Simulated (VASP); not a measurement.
A run of VASP 6.6.1 is set up as follows.

Contents of INCAR:

```
SYSTEM = Ni
ALGO = Normal ; EDIFF = 1E-8
ENCUT = 520 ; GGA = CA
ISIF = 2 ; ISMEAR = -1
ISPIN = 2 ; LASPH = .True.
LCHARG = .False. ; LEFG = .True.
LMAXMIX = 4 ; LORBIT = 11
LREAL = .False. ; LWAVE = .False.
MAGMOM = 1.5 ; NBANDS = 15
NELM = 150 ; PREC = Accurate
SIGMA = 0.05
```

Contents of KPOINTS:

```
k-points
0
Gamma
  20 20 20
  0 0 0
```

POSCAR

```
Ni
1.0
    0.0000000000      1.7796586194      1.7796586194
    1.7796586194      0.0000000000      1.7796586194
    1.7796586194      1.7796586194      0.0000000000
Ni
1
Direct
    0.0000000000      0.0000000000      0.0000000000
```

Potentials or basis: VASP PAW LDA potentials, release 64 (Ni).

Command:

```sh
$ cat potpaw_LDA.64/Ni/POTCAR > POTCAR
$ mpirun -np 1 vasp_std > vasp.out
```

(1) Predict the net moment.

(2) Estimate the pressure.

## Answers

(1) 0.61 μB per cell.

(2) -22.1 GPa.

Caveat: the cell stands under tension.
